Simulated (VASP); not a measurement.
Write the native input for VASP 6.6.1 that does the following.

```yaml
Task: single point
Functional: PBEsol
Potentials_or_basis: VASP PAW PBE potentials, release 64 (Ni, Si)
Cutoff: 520 eV
k_mesh: 10 × 7 × 1
Occupations: gaussian, width 0.1 eV
Spin: no spin polarisation
Dipole_correction: yes
Further_INCAR_settings: LREAL = Auto; ALGO = Fast; EDIFF = 1e-07; NBANDS = 70
```

The structure of SiNi lies in POSCAR:

```
SiNi
1.0
    3.3577714519      0.0000000000      0.0000000000
    0.0000000000      5.0878282958      0.0000000000
    0.0000000000      0.0000000000     25.3634253977
Ni Si
8 8
Direct
    0.7500000000      0.5429162470      0.3065002609
    0.2500000000      0.4829704135      0.3782183087
    0.2500000000      0.9853837283      0.4051494672
    0.7500000000      0.0031620335      0.4866066666
    0.7500000000      0.5031619776      0.5133932901
    0.2500000000      0.4853837968      0.5948505137
    0.2500000000      0.9829704064      0.6217817292
    0.7500000000      0.0429162103      0.6934997756
    0.2500000000      0.8261789784      0.3186731622
    0.7500000000      0.1704958401      0.3536829288
    0.7500000000      0.6734506911      0.4264348575
    0.2500000000      0.3154421900      0.4643943283
    0.2500000000      0.8154422980      0.5356056490
    0.7500000000      0.1734505101      0.5735651161
    0.7500000000      0.6704957442      0.6463170998
    0.2500000000      0.3261789346      0.6813268464
```

One way to write it, as run:

INCAR

```
PREC = Accurate ; ENCUT = 520
EDIFF = 1E-7 ; ISMEAR = 0
SIGMA = 0.1 ; LREAL = Auto
LASPH = True ; NELM = 60
ALGO = Fast ; ISIF = 2
LWAVE = False ; LCHARG = False
LDIPOL = True ; IDIPOL = 3
DIPOL = 0.5 0.5 0.500 ; GGA = PS
NBANDS = 70
```

KPOINTS

```
Automatic mesh
0
Gamma
  10 7 1
```

Potentials or basis: VASP PAW PBE potentials, release 64 (Ni, Si).

Command:

```console
$ cat potpaw_PBE.64/Ni/POTCAR potpaw_PBE.64/Si/POTCAR > POTCAR
$ mpirun -np 1 vasp_std > vasp.out
```

Results of the run:

The largest force is 0.036 eV/Å and the band gap on the k mesh is zero (bands 56 and 57 overlap by 1.25 eV).

Caveat: the PAW data sets were made with another functional, which shifts forces and pressure a little.

Wall time 24 min on 1 thread of Oxide Virtual Turin-like Processor, with other jobs on the host, peak memory 0.73 GiB.
